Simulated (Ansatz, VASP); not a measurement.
# One calculation of K, two programs

```
CELL_PARAMETERS angstrom
4.44877 0.00000 0.00000
-2.22439 3.85275 0.00000
0.00000 0.00000 7.24397
ATOMIC_POSITIONS crystal
K 0.33333 0.66667 0.25000
K 0.66667 0.33333 0.75000
```

Alike in both runs: task single point; functional LDA; k mesh 9 × 9 × 5; occupations fermi-dirac, width 0.1 eV; no spin polarisation.

|  | VASP | Ansatz |
| --- | --- | --- |
| version | VASP 6.6.1 | Ansatz 0.2.0 |
| potentials or method | VASP PAW LDA potentials, release 64 (K_sv), cutoff 520 eV | plane waves (420 eV) with PAW, scalar-relativistic |
| valence electrons in the cell | 18 | 18 |

```csv
,VASP,Ansatz,Ansatz less VASP
pressure (GPa),0.2,0.2,+0.02
"traceless stress, the component that is largest in VASP (GPa)",0.07,0.07,0.000
```

Ansatz warns that its potentials were made for another functional, while VASP's fit it. LDA's correlation is that of Perdew and Zunger in VASP and of Perdew and Wang (1992) in Ansatz.
